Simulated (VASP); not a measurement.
# In11Si2Bi11 in VASP: further runs

Runs on In11Si2Bi11. Level: PBE. Tasks: single point.

Everything below comes from runs of VASP 6.6.1. Logs are shortened: lines on timing, memory, paths and dates and some standing lists are left out, and cuts for length are marked.

## (1) The cell of the first run

The cell holds a disordered packing, 24 atoms: a = 9.164 Å, b = 8.980 Å, c = 8.650 Å, α = 87.60°, β = 88.17°, γ = 92.04°.

## (2) Single point, PBE

Contents of INCAR:

```
SYSTEM = In11Si2Bi11
PREC     = Accurate       ! precision mode
ENCUT    = 520            ! plane-wave cutoff, eV
EDIFF    = 1E-7           ! SCF threshold, eV
ISMEAR   = -1             ! smearing method
SIGMA    = 0.05           ! smearing width, eV
LREAL    = Auto         
LASPH    = .True.         ! aspherical terms in the spheres
NELM     = 80             ! most SCF steps
ALGO     = Normal         ! electronic algorithm
ISIF     = 2              ! what is computed and relaxed
LWAVE    = .False.        ! write WAVECAR
LCHARG   = .False.        ! write CHGCAR
GGA      = PE             ! functional
NBANDS   = 176            ! bands
ISYM     = 0
```

Contents of KPOINTS:

```
Automatic mesh
0
Gamma
  1 1 1
  0.25 0.25 0.25
```

Contents of POSCAR:

```
In11Si2Bi11
1.0
    9.1617040000     -0.1627120000      0.1438240000
   -0.1627120000      8.9767840000      0.1858420000
    0.1438240000      0.1858420000      8.6471420000
Bi In Si
11 11 2
Direct
    0.5066855671      0.8280933408      0.0605986270
    0.5380804441      0.5569980314      0.3608125656
    0.0631306651      0.7569801041      0.8328323507
    0.9776010233      0.5085201653      0.4535343708
    0.0090321801      0.2068723514      0.7490784104
    0.8272635144      0.9625743491      0.5108462322
    0.8772941201      0.0870398691      0.1396733611
    0.1694385369      0.8547192921      0.4074171477
    0.4275171209      0.2759106867      0.1893679997
    0.2794584140      0.4479071244      0.6268536144
    0.5136065131      0.9759327551      0.3676585584
    0.2397478951      0.0870993821      0.9709566207
    0.8437038814      0.5074363771      0.8192496598
    0.5672838386      0.1776740903      0.8449917511
    0.1596170539      0.1763395765      0.4028977363
    0.8132326713      0.7267005092      0.1069145329
    0.6144959049      0.6963121318      0.6255058263
    0.1687525153      0.6649013802      0.1320422095
    0.7017761696      0.3128951095      0.5507721154
    0.3682041359      0.9393006881      0.7153756571
    0.4858914015      0.5159075463      0.8914656270
    0.7522191436      0.3960748603      0.1681568881
    0.1490708926      0.4391693994      0.9266515929
    0.0445457444      0.3447207625      0.1668099884
```

Potentials or basis: VASP PAW PBE potentials, release 64 (Bi_d, In_d, Si).

The run is started by

```console
cat potpaw_PBE.64/Bi_d/POTCAR potpaw_PBE.64/In_d/POTCAR potpaw_PBE.64/Si/POTCAR > POTCAR
mpirun -np 1 vasp_std > vasp.out
```

OUTCAR:

```text
SYSTEM = In11Si2Bi11
   PREC = Accurate
   ENCUT = 520
   EDIFF = 1E-7
   ISMEAR = -1
   LREAL = Auto
   LASPH = .True.
   NELM = 80
   ISIF = 2
   GGA = PE
   ISYM = 0

 ion  position               nearest neighbor table
   1  0.507  0.828  0.061-  16 3.02  11 3.02  21 3.22  18 3.41  20 3.41   2 3.51  12 3.52  14 3.60

   2  0.538  0.557  0.361-  17 2.75  22 2.99   9 3.13  19 3.14  10 3.34   1 3.51  16 3.55  11 3.78

   3  0.063  0.757  0.833-  18 2.89  13 2.97  23 3.07  16 3.24  20 3.30  12 3.59   8 3.83  10 3.92
[... 32 lines left out ...]
  21  0.486  0.516  0.891-  17 2.95  10 3.08  23 3.14  14 3.19   1 3.22   9 3.31  13 3.32  22 3.63
                            18 3.83
  22  0.752  0.396  0.168-  24 2.73   2 2.99  16 3.02   7 3.06   9 3.13  13 3.22  19 3.38   4 3.43
                            21 3.63  14 3.88
  23  0.149  0.439  0.927-  24 2.37  18 2.76  10 2.82   5 2.93  13 3.05   3 3.07  21 3.14  12 3.31

  24  0.045  0.345  0.167-  23 2.37  22 2.73  15 2.75   7 2.75   4 2.99  18 3.05  12 3.44

IMPORTANT INFORMATION: All symmetrisations will be switched off!
NOSYMM: (Re-)initialisation of all symmetry stuff for point group C_1.

----------------------------------------------------------------------------------------

                                     Primitive cell

  volume of cell :     710.4240

  direct lattice vectors                    reciprocal lattice vectors
     9.161704000 -0.162712000  0.143824000     0.109215040  0.002018122 -0.001859897
    -0.162712000  8.976784000  0.185842000     0.002018122  0.111485348 -0.002429579
     0.143824000  0.185842000  8.647142000    -0.001859897 -0.002429579  0.115728297

  length of vectors
     9.164277425  8.980181703  8.650334523     0.109249517  0.111530079  0.115768738

  position of ions in fractional coordinates (direct lattice)
     0.506685567  0.828093341  0.060598627
     0.538080444  0.556998031  0.360812566
     0.063130665  0.756980104  0.832832351
     0.977601023  0.508520165  0.453534371
     0.009032180  0.206872351  0.749078410
     0.827263514  0.962574349  0.510846232
[... 16 lines left out ...]
     0.149070893  0.439169399  0.926651593
     0.044545744  0.344720763  0.166809988

  ion indices of the primitive-cell ions
   primitive index   ion index
                 1           1
                 2           2
                 3           3
                 4           4
                 5           5
[... 68 lines left out ...]
   LREAL  =      T    real-space projection
   EDIFFG = 0.1E-05   stopping-criterion for IOM
   NSW    =      0    number of steps for IOM
   IBRION =     -1    ionic relax: 0-MD 1-quasi-New 2-CG
   NFREE  =      0    steps in history (QN), initial steepest desc. (CG)
   ISIF   =      2    stress and relaxation
   ISYM   =      0    0-nonsym 1-usesym 2-fastsym
   POTIM  = 0.5000    time-step for ionic-motion
   TEBEG  =    0.0;   TEEND  =   0.0 temperature during run
   PSTRESS=    0.0 pullay stress
   NELECT =     316.0000    total number of electrons
   NUPDOWN=      -1.0000    fix difference up-down
   EMIN   =  10.00;   EMAX   =-10.00  energy-range for DOS
   EFERMI =   0.00;   METHOD = LEGACY
   ISMEAR =    -1;   SIGMA  =   0.05  broadening in eV -4-tet -1-fermi 0-gaus
   EFERMI_NEDOS =   21; number of points for ismear=-14 and -15
   IALGO  =     38    algorithm
   IMIX   =      4    mixing-type and parameters
     AMIX     =   0.40;   BMIX     =  1.00
     AMIX_MAG =   1.60;   BMIX_MAG =  1.00
  volume/ion in A,a.u.               =      29.60       199.76
  Fermi-wavevector in a.u.,A,eV,Ry     =   1.249678  2.361548 21.248138  1.561694
  Thomas-Fermi vector in A             =   2.383707
   LORBIT       =      0    0 simple, 1 ext, 2 COOP (PROOUT), +10 PAW based schemes
   GGA     = PE    functional components
   LHFCALC =     F    Hartree Fock is set to
   AEXX    =    0.0000 exact exchange contribution
   IVDW    =     0    specifies the selected vdW correction
   LEPSILON=     F    determine dielectric tensor
   LRPA    =     F    only Hartree local field effects (RPA)
 non-spin polarized calculation
  energy-cutoff  :      520.00
  volume of cell :      710.42
 maximum number of plane-waves:     19114
 NGX is ok and might be reduce to    70
   NGX = 35   NGY = 33   NGZ = 33

 number of electron     315.9999996 magnetization

 Free energy of the ion-electron system (eV)
  ---------------------------------------------------
  ext. energy  EPLUGINS =         0.00000000
  ---------------------------------------------------
  free energy    TOTEN  =       -77.30256889 eV

  energy without entropy =      -77.23944152  energy(sigma->0) =      -77.27100521

 E-fermi :   6.9829     XC(G=0):  -9.8544

 val. band max:        6.8644382486   @ k =   0.2500   0.2500   0.2500
 cond. band min:       7.1034972642   @ k =   0.2500   0.2500   0.2500
 fundamental gap:      0.2390590156
 Fermi energy:         6.9829299031

 k-point     1 :       0.2500    0.2500    0.2500
  band No.  band energies     occupation
      1     -16.1877      2.00000
      2     -16.1389      2.00000
      3     -16.1099      2.00000
      4     -16.0932      2.00000
      5     -16.0841      2.00000
      6     -16.0699      2.00000
[... 162 lines left out ...]
    169       8.5619      0.00000
    170       8.6547      0.00000
 [bands above 170 left out]

------------------------ aborting loop because EDIFF is reached ----------------------------------------

  FORCE on cell =-STRESS in cart. coord.  units (eV):
  Direction    XX          YY          ZZ          XY          YZ          ZX
  --------------------------------------------------------------------------------------
  -------------------------------------------------------------------------------------
  Total       15.6034588     12.0480591     13.2768902      0.8140133      7.0080451     -0.6088675
  in kB       35.1895586     27.1712757     29.9425860      1.8357960     15.8048299     -1.3731428
  external PRESSURE =      30.7678068 kB  Pullay stress =       0.0000000 kB

 VOLUME and BASIS-vectors are now :
 -----------------------------------------------------------------------------
  energy-cutoff  :      520.00
  volume of cell :      710.42
      direct lattice vectors                 reciprocal lattice vectors
     9.161704000 -0.162712000  0.143824000     0.109215040  0.002018122 -0.001859897
    -0.162712000  8.976784000  0.185842000     0.002018122  0.111485348 -0.002429579
     0.143824000  0.185842000  8.647142000    -0.001859897 -0.002429579  0.115728297

 POSITION                                       TOTAL-FORCE (eV/Angst)
 -----------------------------------------------------------------------------------
      4.51608      7.36243      0.75077        -0.012878     -0.418829     -0.480015
      4.89100      4.97955      3.30090        -1.065521      0.108763     -0.639075
      0.57500      6.93975      7.35138        -0.234910      0.377072     -0.674947
      8.93898      4.49009      4.15688         0.109238      0.441216     -0.956800
      0.15682      1.99479      6.51713        -0.354168     -0.366934     -0.514697
      7.49599      8.60115      4.71523         0.504244      0.251732      0.351699
[... 16 lines left out ...]
      1.42756      4.09028      8.11594         0.148396      0.417378     -0.021891
      0.37602      3.11824      1.51290        -0.018476      0.354662      0.734821
 -----------------------------------------------------------------------------------
    total drift:                               -0.027853      0.019231     -0.031810

  FREE ENERGIE OF THE ION-ELECTRON SYSTEM (eV)
  ---------------------------------------------------
  free  energy   TOTEN  =       -77.3025688932 eV

  energy  without entropy=      -77.2394415220  energy(sigma->0) =      -77.27100521
```

OSZICAR:

```text
N       E                     dE             d eps       ncg     rms          rms(c)
DAV:   1     0.437337505077E+04    0.43734E+04   -0.14840E+05   352   0.232E+03
DAV:   2     0.734287139434E+03   -0.36391E+04   -0.36055E+04   352   0.691E+02
DAV:   3     0.136477121986E+01   -0.73292E+03   -0.71273E+03   368   0.294E+02
DAV:   4    -0.741025641845E+02   -0.75467E+02   -0.72413E+02   392   0.902E+01
DAV:   5    -0.784331019422E+02   -0.43305E+01   -0.42553E+01   456   0.193E+01    0.126E+01
DAV:   6    -0.772129422192E+02    0.12202E+01   -0.51752E+00   464   0.110E+01    0.578E+00
DAV:   7    -0.772943228268E+02   -0.81381E-01   -0.27356E+00   408   0.815E+00    0.215E+00
DAV:   8    -0.773047805591E+02   -0.10458E-01   -0.43177E-01   464   0.394E+00    0.210E+00
DAV:   9    -0.773045949644E+02    0.18559E-03   -0.44160E-02   488   0.108E+00    0.132E+00
DAV:  10    -0.773033822430E+02    0.12127E-02   -0.19940E-02   424   0.877E-01    0.437E-01
DAV:  11    -0.773026318569E+02    0.75039E-03   -0.47592E-03   400   0.486E-01    0.251E-01
DAV:  12    -0.773025242548E+02    0.10760E-03   -0.19692E-03   432   0.219E-01    0.890E-02
DAV:  13    -0.773025527701E+02   -0.28515E-04   -0.24057E-04   472   0.860E-02    0.473E-02
DAV:  14    -0.773025696196E+02   -0.16849E-04   -0.38429E-05   472   0.388E-02    0.157E-02
DAV:  15    -0.773025699970E+02   -0.37735E-06   -0.71992E-06   480   0.142E-02    0.533E-03
DAV:  16    -0.773025693593E+02    0.63769E-06   -0.10491E-06   400   0.681E-03    0.295E-03
DAV:  17    -0.773025689363E+02    0.42297E-06   -0.14279E-07   208   0.275E-03    0.866E-04
DAV:  18    -0.773025688932E+02    0.43146E-07   -0.58884E-08   200   0.157E-03
   1 F= -.77302569E+02 E0= -.77271005E+02  d E =-.631274E-01
```

It took 4.6 min on 1 thread of Intel Xeon Platinum 8259CL at 2.50GHz (Skylake/Cascade Lake), shared host; peak memory 0.66 GiB.

What came out:

| Quantity | Value |
| --- | --- |
| Free energy | -77.3026 eV |
| Pressure | 3.1 GPa |
| Largest force | 1.423 eV/Å |

Forces on the atoms (eV/Å):
```
Bi  -0.013 -0.419 -0.480
Bi  -1.066  0.109 -0.639
Bi  -0.235  0.377 -0.675
Bi   0.109  0.441 -0.957
Bi  -0.354 -0.367 -0.515
Bi   0.504  0.252  0.352
Bi  -0.395 -0.800 -0.120
Bi   0.015 -0.638  0.153
Bi  -0.057 -0.217  0.048
Bi   0.306 -0.311 -0.894
Bi  -0.203  0.581  0.265
In  -0.333  0.029  0.644
In  -0.466 -0.060  0.333
In   0.348 -0.171  0.173
In  -0.074  0.779  0.163
In   0.228  0.034  0.251
In   0.599  0.909  0.917
In   0.605  0.103  0.571
In  -0.150 -0.564  0.037
In   0.146 -0.665 -0.376
In  -0.034 -0.235  0.484
In   0.389  0.061 -0.447
Si   0.148  0.417 -0.022
Si  -0.018  0.355  0.735
```

Stress tensor (GPa, compression positive):
```
 3.52  0.18 -0.14
 0.18  2.72  1.58
-0.14  1.58  2.99
```

Caveat: the k points lie up to 0.73 Å⁻¹ apart; the atoms stand as in a frame of molecular dynamics; spin-orbit coupling is left out, which moves the levels of the heavy elements.

(Part 1 of 3 ends here.)
